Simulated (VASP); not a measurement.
# GaSb (F-43m) in VASP: further runs, part 2 of 3

VASP 6.6.1.

## Step 3: Vibrations by perturbation theory, PBEsol

This run uses another cell than the first one, of 28.51 Å³/atom.

The input, INCAR:

```
PREC = Accurate
ENCUT = 520
EDIFF = 1E-8
ISMEAR = -1
SIGMA = 0.1
LREAL = F
LASPH = T
NELM = 80
ALGO = Normal
ISIF = 2
LWAVE = F
LCHARG = F
GGA = PS
NBANDS = 16
IBRION = 8
NSW = 1
```

The input, KPOINTS:

```
regular mesh
0
Gamma
  10 10 10
```

The input, POSCAR:

```
GaSb
1.0
    0.0000000000      3.0549567173      3.0549567173
    3.0549567173      0.0000000000      3.0549567173
    3.0549567173      3.0549567173      0.0000000000
Ga Sb
1 1
Direct
    0.0000000000      0.0000000000      0.0000000000
    0.7500000000      0.7500000000      0.7500000000
```

Potentials or basis: VASP PAW PBE potentials, release 64 (Ga_d, Sb).

Launch:

```
$ cat potpaw_PBE.64/Ga_d/POTCAR potpaw_PBE.64/Sb/POTCAR > POTCAR
$ mpirun -np 1 vasp_std > vasp.out
```

OUTCAR:

```text
PREC = Accurate
   ENCUT = 520
   EDIFF = 1E-8
   ISMEAR = -1
   LREAL = F
   LASPH = T
   NELM = 80
   ISIF = 2
   GGA = PS
   IBRION = 8
   NSW = 1

 ion  position               nearest neighbor table
   1  0.000  0.000  0.000-   2 2.65   2 2.65   2 2.65   2 2.65
   2  0.750  0.750  0.750-   1 2.65   1 2.65   1 2.65   1 2.65

  LATTYP: Found a face centered cubic cell.
 ALAT       =     6.1099134346

  Lattice vectors:

 A1 = (   0.0000000000,   3.0549567173,   3.0549567173)
 A2 = (   3.0549567173,   0.0000000000,   3.0549567173)
 A3 = (   3.0549567173,   3.0549567173,   0.0000000000)

Analysis of symmetry for initial positions (statically):
=====================================================================
 Subroutine PRICEL returns:
 Original cell was already a primitive cell.

 Routine SETGRP: Setting up the symmetry group for a
 face centered cubic supercell.

 Subroutine GETGRP returns: Found 24 space group operations
 (whereof 24 operations were pure point group operations)
 out of a pool of 48 trial point group operations.

The static configuration has the point symmetry T_d .

Analysis of symmetry for dynamics (positions and initial velocities):
=====================================================================
 Subroutine PRICEL returns:
 Original cell was already a primitive cell.

 Routine SETGRP: Setting up the symmetry group for a
 face centered cubic supercell.

 Subroutine GETGRP returns: Found 24 space group operations
 (whereof 24 operations were pure point group operations)
 out of a pool of 48 trial point group operations.

The dynamic configuration has the point symmetry T_d .

 Subroutine INISYM returns: Found 24 space group operations
 (whereof 24 operations are pure point group operations),
 and found     1 'primitive' translations

----------------------------------------------------------------------------------------

                                     Primitive cell

  volume of cell :      57.0224

  direct lattice vectors                    reciprocal lattice vectors
     0.000000000  3.054956717  3.054956717    -0.163668440  0.163668440  0.163668440
     3.054956717  0.000000000  3.054956717     0.163668440 -0.163668440  0.163668440
     3.054956717  3.054956717  0.000000000     0.163668440  0.163668440 -0.163668440

  length of vectors
     4.320361222  4.320361222  4.320361222     0.283482054  0.283482054  0.283482054

  position of ions in fractional coordinates (direct lattice)
     0.000000000  0.000000000  0.000000000
     0.750000000  0.750000000  0.750000000

  ion indices of the primitive-cell ions
   primitive index   ion index
                 1           1
                 2           2

[... 116 lines left out ...]
  free energy    TOTEN  =        -8.15421198 eV

  energy without entropy =       -8.15203903  energy(sigma->0) =       -8.15312550

 E-fermi :   4.9137     XC(G=0):  -9.2842

 val. band max:        4.7898273629   @ k =   0.0000   0.0000   0.0000
 cond. band min:       5.1261297280   @ k =   0.5000   0.0000   0.0000
 fundamental gap:      0.3363023651
 Fermi energy:         4.9136781643

 k-point     1 :       0.0000    0.0000    0.0000
  band No.  band energies     occupation
      1     -10.2328      2.00000
      2     -10.2328      2.00000
      3     -10.2328      2.00000
      4     -10.1819      2.00000
      5     -10.1819      2.00000
      6      -6.7609      2.00000
[... 433 lines left out ...]
      3     -10.2133      2.00000
      4     -10.1906      2.00000
      5     -10.1788      2.00000
      6      -5.1397      2.00000
[... 8 lines left out ...]
     15      15.1176      0.00000
     16      15.1579      0.00000

 [... further k-points ...]
[... 5 lines left out ...]
  --------------------------------------------------------------------------------------
  -------------------------------------------------------------------------------------
  Total        0.0516868      0.0516868      0.0516868     -0.0000000     -0.0000000      0.0000000
  in kB        1.4522612      1.4522612      1.4522612     -0.0000000     -0.0000000      0.0000000
  external PRESSURE =       1.4522612 kB  Pullay stress =       0.0000000 kB

 VOLUME and BASIS-vectors are now :
 -----------------------------------------------------------------------------
  energy-cutoff  :      520.00
  volume of cell :       57.02
      direct lattice vectors                 reciprocal lattice vectors
     0.000000000  3.054956717  3.054956717    -0.163668440  0.163668440  0.163668440
     3.054956717  0.000000000  3.054956717     0.163668440 -0.163668440  0.163668440
     3.054956717  3.054956717  0.000000000     0.163668440  0.163668440 -0.163668440

 POSITION                                       TOTAL-FORCE (eV/Angst)
 -----------------------------------------------------------------------------------
      0.00000      0.00000      0.00000        -0.000000     -0.000000     -0.000000
      4.58244      4.58244      4.58244         0.000000      0.000000      0.000000
 -----------------------------------------------------------------------------------
    total drift:                               -0.000000     -0.000000     -0.000000

  FREE ENERGIE OF THE ION-ELECTRON SYSTEM (eV)
  ---------------------------------------------------
  free  energy   TOTEN  =        -8.1542119816 eV

  energy  without entropy=       -8.1520390251  energy(sigma->0) =       -8.15312550

[... ionic steps 2 to 3 ...]

--------------------------------------- Ionic step        4  -------------------------------------------

------------------------ aborting loop because EDIFF is reached ----------------------------------------

[... ionic steps 5 to 6 ...]

--------------------------------------- Ionic step        7  -------------------------------------------

 Free energy of the ion-electron system (eV)
  ---------------------------------------------------
  ---------------------------------------------------
  free energy    TOTEN  =        -0.02566873 eV

  energy without entropy =       -0.02566873

------------------------ aborting loop because EDIFF is reached ----------------------------------------

 INTERNAL STRAIN TENSOR  FOR ION    2  DIRECTION 1   (eV/Angst):
 -----------------------------------------------------------------------------
    -0.00411  0.00000  0.00000
     0.00000  0.00425  6.86783
     0.00000  6.86783  0.00425

 INTERNAL STRAIN TENSOR FOR ION    2 for displacements in x,y,z  (eV/Angst):
          X           Y           Z          XY          YZ          ZX
  --------------------------------------------------------------------------------
  x    -0.00000     0.00000     0.00000     0.00000     6.86783     0.00000
  y    -0.00000    -0.00000    -0.00000     0.00000     0.00000     6.86783
  z     0.00000     0.00000    -0.00000     6.86783     0.00000     0.00000

 SECOND DERIVATIVES (NOT SYMMETRIZED)
 ------------------------------------
               1X          1Y          1Z          2X          2Y          2Z
  1X    -7.857568    0.000000    0.000000    7.857568    0.000000    0.000000
  1Y     0.000000   -7.857568    0.000000    0.000000    7.857568    0.000000
  1Z     0.000000    0.000000   -7.857568    0.000000    0.000000    7.857568
  2X     7.885152    0.000000    0.000000   -7.885152    0.000000    0.000000
  2Y     0.000000    7.885152    0.000000    0.000000   -7.885152    0.000000
  2Z     0.000000    0.000000    7.885152    0.000000    0.000000   -7.885152

 Eigenvectors and eigenvalues of the dynamical matrix
 ----------------------------------------------------

   1 f  =    6.585725 THz    41.379332 2PiTHz  219.676148 cm-1    27.236359 meV
             X         Y         Z           dx          dy          dz
      0.000000  0.000000  0.000000     0.000000    0.796899    0.000000
      4.582435  4.582435  4.582435     0.000000   -0.604113    0.000000
[... 21 lines left out ...]
   6 f/i=    0.005555 THz     0.034905 2PiTHz    0.185307 cm-1     0.022975 meV
             X         Y         Z           dx          dy          dz
      0.000000  0.000000  0.000000     0.000000    0.000000   -0.604113
      4.582435  4.582435  4.582435     0.000000    0.000000   -0.796899

--------------------------------------------------------------------------------------------------------

 ELASTIC MODULI CONTR FROM IONIC RELAXATION (kBar)
 Direction    XX          YY          ZZ          XY          YZ          ZX
 --------------------------------------------------------------------------------
 XX          -0.0000      0.0000      0.0000     -0.0000      0.0000      0.0000
 YY           0.0000     -0.0000     -0.0000     -0.0000     -0.0000      0.0000
 ZZ           0.0000     -0.0000     -0.0000      0.0000     -0.0000      0.0000
 XY          -0.0000     -0.0000      0.0000   -171.3133      0.0000      0.0000
 YZ           0.0000     -0.0000     -0.0000      0.0000   -171.3133     -0.0000
 ZX           0.0000      0.0000      0.0000      0.0000     -0.0000   -171.3133
 --------------------------------------------------------------------------------
```

OSZICAR:

```text
N       E                     dE             d eps       ncg     rms          rms(c)
DAV:   1     0.802253474152E+02    0.80225E+02   -0.84838E+03  1528   0.137E+03
DAV:   2    -0.206408947366E+01   -0.82289E+02   -0.79011E+02  1792   0.297E+02
DAV:   3    -0.814484966664E+01   -0.60808E+01   -0.60675E+01  1744   0.643E+01
DAV:   4    -0.825191049293E+01   -0.10706E+00   -0.10705E+00  1960   0.958E+00
[... 42 lines left out ...]
RMM:   6    -0.256700825897E-01    0.72160E-05   -0.79403E-07 11049   0.500E-03    0.657E-04
RMM:   7    -0.256692594333E-01    0.82316E-06   -0.28495E-08 11611   0.146E-03    0.229E-04
RMM:   8    -0.256687526688E-01    0.50676E-06   -0.35822E-08 11037   0.474E-04    0.582E-05
RMM:   9    -0.256687224109E-01    0.30258E-07   -0.37900E-09 11571   0.171E-04    0.172E-05
RMM:  10    -0.256687286053E-01   -0.61944E-08    0.23766E-09 11097   0.673E-05    0.270E-06
 Linear response finished
```

stdout:

```text
POSCAR found type information on POSCAR GaSb
 POSCAR found :  2 types and       2 ions
 scaLAPACK will be used
 -----------------------------------------------------------------------------
|                                                                             |
|                                                                             |
|     You enforced a specific xc type in the INCAR file but a different       |
|     I HOPE YOU KNOW WHAT YOU ARE DOING!                                     |
|                                                                             |
 -----------------------------------------------------------------------------

 LDA part: xc-table for (Slater+PW92), standard interpolation
 POSCAR, INCAR and KPOINTS ok, starting setup
 FFT: planning ... GRIDC
 FFT: planning ... GRID_SOFT
 FFT: planning ... GRID
 WAVECAR not read
 entering main loop
 Linear response reoptimize wavefunctions to high precision
 Linear response DOF=           2
 Linear response progress:
 first order change of Fermi-energy   0.28144E-04
 force on displaced ion       1 direction 1 :  -7.858   0.000   0.000
 Linear response progress:
 first order change of Fermi-energy   0.19911E-03
 force on displaced ion       2 direction 1 :  -7.885   0.000   0.000
 Linear response finished
```

Run time: 12 min. Hardware: 1 thread of Intel Xeon 8259CL, shared host; peak memory 0.47 GiB.

Results:

```yaml
Highest_phonon_frequency_at_Γ_LO-TO_splitting_left_out: 220 cm⁻¹
```

Phonon frequencies in cm⁻¹ (negative: imaginary):
```csv
q point,frequencies
"(0.000, 0.000, 0.000)",0 0 0 220 220 220
```

Caveat: the PAW data sets were made with another functional, which shifts forces and pressure a little; spin-orbit coupling is left out, which moves the levels of the heavy elements.

[end of part 2 of 3]
